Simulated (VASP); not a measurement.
# P: single point with PBE

P:

```xyz
2
Lattice="1.7168 0.9912 3.0196 -1.7168 0.9912 3.0196 0.0000 -1.9824 3.0196" Properties=species:S:1:pos:R:3 pbc="T T T"
P     0.0000    0.0000    2.1150
P     0.0000    0.0000    6.9439
```

This cell differs from its parent crystal: strained.

```
Program                : VASP 6.6.1
Task                   : single point
Functional             : PBE
Potentials or basis    : VASP PAW PBE potentials, release 64 (P)
Cutoff                 : 520 eV
k mesh                 : 15 × 15 × 15
Occupations            : gaussian, width 0.1 eV
Spin                   : no spin polarisation
Dipole correction      : no
Further INCAR settings : ALGO = Normal; EDIFF = 1e-06; NBANDS = 12
```

| Quantity | Value |
| --- | --- |
| Pressure | 1.4 GPa |
| Largest force | 0.329 eV/Å |
| Band gap on the k mesh | zero (bands 5 and 6 overlap by 0.92 eV) |

Forces in eV/Å, atoms in the order of the input:
```
P    0.000  0.000 -0.329
P    0.000  0.000  0.329
```

Stress tensor (GPa, compression positive):
```
 2.19  0.00  0.00
 0.00  2.19  0.00
 0.00  0.00 -0.15
```

Levels at points of the mesh, in eV from the Fermi level:
| k point | band 1 | band 2 | band 3 | band 4 | band 5 | band 6 | band 7 | band 8 | band 9 | band 10 |
| --- | --- | --- | --- | --- | --- | --- | --- | --- | --- | --- |
| (0.00, 0.00, 0.00) | -16.59 | -3.08 | -2.91 | -2.57 | -2.57 | 2.20 | 3.29 | 3.29 | 5.54 | 5.54 |

It took 45 s on 1 thread of Intel(R) Xeon(R) 6975P-C (Granite Rapids) (shared host), peak memory 0.22 GiB.

Caveat: the cell differs from its parent crystal (strained).
